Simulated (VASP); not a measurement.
# BaO (Fm-3m) in VASP: single point with r2SCAN

Aim: the single point of BaO with r2SCAN.

Everything below comes from runs of VASP 6.6.1. Logs are shortened: lines on timing, memory, paths and dates and some standing lists are left out, and cuts for length are marked.

### Step 1. The cell of the first run

It takes space group Fm-3m (No. 225, cubic). The conventional cell has a = 5.225 Å, b = 5.225 Å, c = 5.225 Å, α = 90.00°, β = 90.00°, γ = 90.00°. Within 3.4 Å of Ba (site symmetry m-3m) lie 6 O at 2.61 Å. O (site symmetry m-3m) has 6 Ba at 2.61 Å within 3.4 Å.

### Step 2. Single point, r2SCAN (strain -0.050 along x and y, -0.050 along z)

Input file POSCAR:

```
BaO
1.0
    0.0000000000      2.6125000000      2.6125000000
    2.6125000000      0.0000000000      2.6125000000
    2.6125000000      2.6125000000      0.0000000000
Ba O
1 1
Direct
    0.0000000000      0.0000000000      0.0000000000
    0.5000000000      0.5000000000      0.5000000000
```

Input file INCAR.step1:

```
SYSTEM = BaO
PREC = Accurate
ENCUT = 660
ISMEAR = 0
SIGMA = 0.05
LREAL = .FALSE.
LASPH = .TRUE.
NELM = 120
NBANDS = 15
GGA = PE
ALGO = Normal
EDIFF = 1E-5
LWAVE = .TRUE.
LCHARG = .FALSE.
GGA_COMPAT = .FALSE.
```

Input file INCAR.step2:

```
SYSTEM = BaO
PREC = Accurate
ENCUT = 660
EDIFF = 1E-6
ISMEAR = 0
SIGMA = 0.05
LREAL = .FALSE.
LASPH = .TRUE.
NELM = 120
ALGO = Normal
ISIF = 2
LWAVE = .FALSE.
LCHARG = .TRUE.
METAGGA = R2SCAN
LMIXTAU = .TRUE.
LELF = .TRUE.
LVHAR = .TRUE.
NBANDS = 15
ISTART = 1
GGA_COMPAT = .FALSE.
```

Input file KPOINTS:

```
Automatic mesh
0
G
  8 8 8
  0 0 0
```

Potentials or basis: VASP PAW PBE potentials, release 64 (Ba_sv, O).

Command:

```console
cat potpaw_PBE.64/Ba_sv/POTCAR potpaw_PBE.64/O/POTCAR > POTCAR
cp INCAR.step1 INCAR
mpirun -np 1 vasp_std > vasp.out
cp INCAR.step2 INCAR
mpirun -np 1 vasp_std > vasp.out
```

OUTCAR:

```text
SYSTEM = BaO
   PREC = Accurate
   ENCUT = 660
   EDIFF = 1E-6
   ISMEAR = 0
   LREAL = .FALSE.
   LASPH = .TRUE.
   NELM = 120
   ISIF = 2
   METAGGA = R2SCAN
   ISTART = 1

 ion  position               nearest neighbor table
   1  0.000  0.000  0.000-   2 2.61   2 2.61   2 2.61   2 2.61   2 2.61   2 2.61
   2  0.500  0.500  0.500-   1 2.61   1 2.61   1 2.61   1 2.61   1 2.61   1 2.61

  LATTYP: Found a face centered cubic cell.
 ALAT       =     5.2250000000

  Lattice vectors:

 A1 = (   0.0000000000,   2.6125000000,   2.6125000000)
 A2 = (   2.6125000000,   0.0000000000,   2.6125000000)
 A3 = (   2.6125000000,   2.6125000000,   0.0000000000)

Analysis of symmetry for initial positions (statically):
=====================================================================
 Subroutine PRICEL returns:
 Original cell was already a primitive cell.

 Routine SETGRP: Setting up the symmetry group for a
 face centered cubic supercell.

 Subroutine GETGRP returns: Found 48 space group operations
 (whereof 48 operations were pure point group operations)
 out of a pool of 48 trial point group operations.

The static configuration has the point symmetry O_h .

Analysis of symmetry for dynamics (positions and initial velocities):
=====================================================================
 Subroutine PRICEL returns:
 Original cell was already a primitive cell.

 Routine SETGRP: Setting up the symmetry group for a
 face centered cubic supercell.

 Subroutine GETGRP returns: Found 48 space group operations
 (whereof 48 operations were pure point group operations)
 out of a pool of 48 trial point group operations.

The dynamic configuration has the point symmetry O_h .

 Subroutine INISYM returns: Found 48 space group operations
 (whereof 48 operations are pure point group operations),
 and found     1 'primitive' translations

----------------------------------------------------------------------------------------

                                     Primitive cell

  volume of cell :      35.6614

  direct lattice vectors                    reciprocal lattice vectors
     0.000000000  2.612500000  2.612500000    -0.191387560  0.191387560  0.191387560
     2.612500000  0.000000000  2.612500000     0.191387560 -0.191387560  0.191387560
     2.612500000  2.612500000  0.000000000     0.191387560  0.191387560 -0.191387560

  length of vectors
     3.694632932  3.694632932  3.694632932     0.331492978  0.331492978  0.331492978

  position of ions in fractional coordinates (direct lattice)
     0.000000000  0.000000000  0.000000000
     0.500000000  0.500000000  0.500000000

  ion indices of the primitive-cell ions
   primitive index   ion index
                 1           1
                 2           2

----------------------------------------------------------------------------------------

 KPOINTS: Automatic mesh

Automatic generation of k-mesh.
 Grid dimensions read from file:
 generate k-points for:    8    8    8

 Generating k-lattice:

  Cartesian coordinates                     Fractional coordinates (reciprocal lattice)
    -0.023923445  0.023923445  0.023923445     0.125000000  0.000000000  0.000000000
     0.023923445 -0.023923445  0.023923445     0.000000000  0.125000000  0.000000000
     0.023923445  0.023923445 -0.023923445     0.000000000  0.000000000  0.125000000

  Length of vectors
     0.041436622  0.041436622  0.041436622

  Shift w.r.t. Gamma in fractional coordinates (k-lattice)
     0.000000000  0.000000000  0.000000000

 Subroutine IBZKPT returns following result:
 ===========================================

 Found     29 irreducible k-points:

 Following reciprocal coordinates:
            Coordinates               Weight
  0.000000  0.000000  0.000000      1.000000
  0.125000  0.000000  0.000000      8.000000
  0.250000  0.000000  0.000000      8.000000
  0.375000  0.000000  0.000000      8.000000
  0.500000  0.000000  0.000000      4.000000
  0.125000  0.125000  0.000000      6.000000
[... 16 lines left out ...]
  0.500000  0.250000  0.125000     48.000000
 -0.375000  0.250000  0.125000     24.000000
 [... further k-points ...]
   k-points           NKPTS =     29   k-points in BZ     NKDIM =     29   number of bands    NBANDS=     15
   number of dos      NEDOS =    301   number of ions     NIONS =      2
   total plane-waves  NPLWV =  32768
   dimension x,y,z NGX =    32 NGY =   32 NGZ =   32
   dimension x,y,z NGXF=    64 NGYF=   64 NGZF=   64
   ions per type =               1   1
   NGX,Y,Z   is equivalent  to a cutoff of  14.40, 14.40, 14.40 a.u.
   NGXF,Y,Z  is equivalent  to a cutoff of  28.80, 28.80, 28.80 a.u.
 SYSTEM =  BaO
   PREC   = accura    normal or accurate (medium, high low for compatibility)
   ISTART =      1    job   : 0-new  1-cont  2-samecut
   ICHARG =      0    charge: 1-file 2-atom 10-const
   ISPIN  =      1    spin polarized calculation?
   LNONCOLLINEAR =      F non collinear calculations
   LSORBIT =      F    spin-orbit coupling
   LASPH  =      T    aspherical Exc in radial PAW
   ENCUT  =  660.0 eV  48.51 Ry    6.96 a.u.   7.74  7.74  7.74*2*pi/ulx,y,z
   NELM   =    120;   NELMIN=  2; NELMDL=  0     # of ELM steps
   EDIFF  = 0.1E-05   stopping-criterion for ELM
   LREAL  =      F    real-space projection
   EDIFFG = 0.1E-04   stopping-criterion for IOM
   NSW    =      0    number of steps for IOM
   IBRION =     -1    ionic relax: 0-MD 1-quasi-New 2-CG
   NFREE  =      0    steps in history (QN), initial steepest desc. (CG)
   ISIF   =      2    stress and relaxation
   ISYM   =      2    0-nonsym 1-usesym 2-fastsym
   POTIM  = 0.5000    time-step for ionic-motion
   TEBEG  =    0.0;   TEEND  =   0.0 temperature during run
   PSTRESS=    0.0 pullay stress
   NELECT =      16.0000    total number of electrons
   NUPDOWN=      -1.0000    fix difference up-down
   EMIN   =  10.00;   EMAX   =-10.00  energy-range for DOS
   EFERMI =   0.00;   METHOD = LEGACY
   ISMEAR =     0;   SIGMA  =   0.05  broadening in eV -4-tet -1-fermi 0-gaus
   EFERMI_NEDOS =   21; number of points for ismear=-14 and -15
   IALGO  =     38    algorithm
   IMIX   =      4    mixing-type and parameters
     AMIX     =   0.40;   BMIX     =  1.00
     AMIX_MAG =   1.60;   BMIX_MAG =  1.00
  volume/ion in A,a.u.               =      17.83       120.33
  Fermi-wavevector in a.u.,A,eV,Ry     =   1.253281  2.368358 21.370858  1.570714
  Thomas-Fermi vector in A             =   2.387141
   LORBIT       =      0    0 simple, 1 ext, 2 COOP (PROOUT), +10 PAW based schemes
   METAGGA = R2SCAN    functional components
   LHFCALC =     F    Hartree Fock is set to
   AEXX    =    0.0000 exact exchange contribution
   IVDW    =     0    specifies the selected vdW correction
   LEPSILON=     F    determine dielectric tensor
   LRPA    =     F    only Hartree local field effects (RPA)
 non-spin polarized calculation
 Gauss-broadening in eV      SIGMA  =   0.05
  energy-cutoff  :      660.00
  volume of cell :       35.66
 maximum number of plane-waves:      1387
   NGX = 15   NGY = 15   NGZ = 15

 number of electron      16.0000002 magnetization

 Free energy of the ion-electron system (eV)
  ---------------------------------------------------
  ext. energy  EPLUGINS =         0.00000000
  ---------------------------------------------------
  free energy    TOTEN  =       -37.34649888 eV

  energy without entropy =      -37.34649888  energy(sigma->0) =      -37.34649888

 E-fermi :   3.4627     XC(G=0): -11.0689

 val. band max:        3.1134512229   @ k =   0.5000   0.5000   0.0000
 cond. band min:       4.6219615648   @ k =   0.5000   0.5000   0.0000
 fundamental gap:      1.5085103419
 Fermi energy:         3.4626541634

 k-point     1 :       0.0000    0.0000    0.0000
  band No.  band energies     occupation
      1     -23.8718      2.00000
      2     -13.4739      2.00000
      3      -7.4648      2.00000
      4      -7.4648      2.00000
      5      -7.4648      2.00000
      6       2.1558      2.00000
      7       2.1558      2.00000
      8       2.1558      2.00000
      9       7.9615      0.00000
     10       7.9615      0.00000
     11       7.9615      0.00000
     12       8.0712      0.00000
     13      10.8893      0.00000
     14      10.8893      0.00000
     15      13.4952      0.00000

 k-point     2 :       0.1250    0.0000    0.0000
  band No.  band energies     occupation
      1     -23.7956      2.00000
      2     -13.6613      2.00000
      3      -7.5165      2.00000
      4      -7.4878      2.00000
      5      -7.4878      2.00000
      6       1.8042      2.00000
      7       1.8774      2.00000
      8       1.8775      2.00000
      9       7.7694      0.00000
     10       8.3233      0.00000
     11       8.3233      0.00000
     12       8.8251      0.00000
     13      11.4365      0.00000
     14      11.4365      0.00000
     15      14.6942      0.00000

 k-point     3 :       0.2500    0.0000    0.0000
  band No.  band energies     occupation
      1     -23.6020      2.00000
      2     -14.1191      2.00000
      3      -7.6312      2.00000
      4      -7.5408      2.00000
      5      -7.5408      2.00000
      6       1.1055      2.00000
      7       1.2927      2.00000
      8       1.2927      2.00000
      9       7.7636      0.00000
     10       9.3125      0.00000
     11       9.3125      0.00000
     12      10.5574      0.00000
     13      12.7702      0.00000
     14      12.7702      0.00000
     15      17.3447      0.00000
[... 343 lines left out ...]
 k-point    23 :       0.5000    0.2500    0.1250
  band No.  band energies     occupation
      1     -23.2973      2.00000
      2     -14.4532      2.00000
      3      -8.4812      2.00000
      4      -8.2363      2.00000
      5      -7.6160      2.00000
      6       0.8675      2.00000
      7       1.2032      2.00000
      8       2.1229      2.00000
      9       7.3330      0.00000
     10       9.9246      0.00000
     11      11.4637      0.00000
     12      12.0153      0.00000
     13      14.3306      0.00000
     14      16.0809      0.00000
     15      18.0292      0.00000

 k-point    24 :      -0.3750    0.2500    0.1250
  band No.  band energies     occupation
      1     -23.2259      2.00000
      2     -14.5549      2.00000
      3      -8.4985      2.00000
      4      -8.4940      2.00000
      5      -7.5929      2.00000
      6       0.6872      2.00000
      7       1.6622      2.00000
      8       1.6906      2.00000
      9       8.3190      0.00000
     10       9.0353      0.00000
     11      12.0144      0.00000
     12      12.6081      0.00000
     13      15.0303      0.00000
     14      16.7660      0.00000
     15      17.5920      0.00000

 [... further k-points ...]

------------------------ aborting loop because EDIFF is reached ----------------------------------------

  FORCE on cell =-STRESS in cart. coord.  units (eV):
  Direction    XX          YY          ZZ          XY          YZ          ZX
  --------------------------------------------------------------------------------------
  -------------------------------------------------------------------------------------
  Total        5.2345325      5.2345325      5.2345325      0.0000000     -0.0000000      0.0000000
  in kB      235.1741560    235.1741560    235.1741560      0.0000000     -0.0000000      0.0000000
  external PRESSURE =     235.1741560 kB  Pullay stress =       0.0000000 kB

 VOLUME and BASIS-vectors are now :
 -----------------------------------------------------------------------------
  energy-cutoff  :      660.00
  volume of cell :       35.66
      direct lattice vectors                 reciprocal lattice vectors
     0.000000000  2.612500000  2.612500000    -0.191387560  0.191387560  0.191387560
     2.612500000  0.000000000  2.612500000     0.191387560 -0.191387560  0.191387560
     2.612500000  2.612500000  0.000000000     0.191387560  0.191387560 -0.191387560

 POSITION                                       TOTAL-FORCE (eV/Angst)
 -----------------------------------------------------------------------------------
      0.00000      0.00000      0.00000        -0.000000     -0.000000     -0.000000
      2.61250      2.61250      2.61250         0.000000      0.000000      0.000000
 -----------------------------------------------------------------------------------
    total drift:                                0.000000     -0.000000      0.000000

  FREE ENERGIE OF THE ION-ELECTRON SYSTEM (eV)
  ---------------------------------------------------
  free  energy   TOTEN  =       -37.3464988809 eV

  energy  without entropy=      -37.3464988809  energy(sigma->0) =      -37.34649888
```

Wall time 34 s (1 thread of Intel Xeon Platinum 8559C (Emerald Rapids), shared host); peak memory 0.19 GiB.

Results:

```
Free energy            : -37.3465 eV
Pressure               : 23.5 GPa
Band gap on the k mesh : 1.51 eV, direct
```

Levels at points of the mesh, in eV from the valence-band top:
```
           k point  band 6  band 7  band 8  band 9  band 10  band 11
(0.00, 0.00, 0.00)   -0.96   -0.96   -0.96    4.85     4.85     4.85
(0.50, 0.00, 0.00)   -2.81   -2.51   -2.51    5.37     8.07     8.07
(0.50, 0.50, 0.00)   -0.49   -0.49    0.00    1.51     7.26    10.25
```

Caveat: the cell differs from its parent crystal (strain -0.050 along x and y, -0.050 along z); the PAW data sets were made with another functional, which shifts forces and pressure a little; spin-orbit coupling is left out, which moves the levels of the heavy elements. A k mesh can miss the band edges.
